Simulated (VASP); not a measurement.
Write the native input for VASP 6.6.1 that does the following.

```yaml
Task: single point
Functional: PBE
Dispersion: D3(BJ)
Potentials_or_basis: VASP PAW PBE potentials, release 64 (Rb_sv)
Cutoff: 520 eV
k_mesh: 12 × 12 × 6
Occupations: gaussian, width 0.15 eV
Spin: no spin polarisation
Dipole_correction: no
Further_INCAR_settings: ALGO = Fast; EDIFF = 1e-06; NBANDS = 16
```

The structure of Rb lies in POSCAR:

```
Rb
1.0
    2.6746747620     -4.6809345969      0.0000000000
    2.6746747620      4.6809345969      0.0000000000
    0.0000000000      0.0000000000      7.2483356354
Rb
2
Direct
    0.8359965595      0.1640034405      0.7500000000
    0.1640034405      0.8359965595      0.2500000000
```

These files were run (other wordings do the same):

INCAR

```
SYSTEM = Rb
PREC = Accurate ; ENCUT = 520
EDIFF = 1E-6 ; ISMEAR = 0
SIGMA = 0.15 ; LREAL = .False.
LASPH = .True. ; NELM = 80
ALGO = Fast ; ISIF = 2
LWAVE = .False. ; LCHARG = .False.
GGA = PE ; IVDW = 12
NBANDS = 16
```

KPOINTS

```
Automatic mesh
0
Gamma
  12 12 6
  0 0 0
```

Potentials or basis: VASP PAW PBE potentials, release 64 (Rb_sv).

Launch:

```sh
$ cat potpaw_PBE.64/Rb_sv/POTCAR > POTCAR
$ mpirun -np 1 vasp_std > vasp.out
```

Results of the run:

```yaml
Pressure: -0.1 GPa
Band_gap_on_the_k_mesh: zero (bands 9 and 10 overlap by 2.08 eV)
Dispersion_energy_per_atom: -0.101 eV
```

Wall time 4 min on 1 thread of Intel(R) Xeon(R) 6975P-C (Granite Rapids) (shared host), peak memory 0.56 GiB.
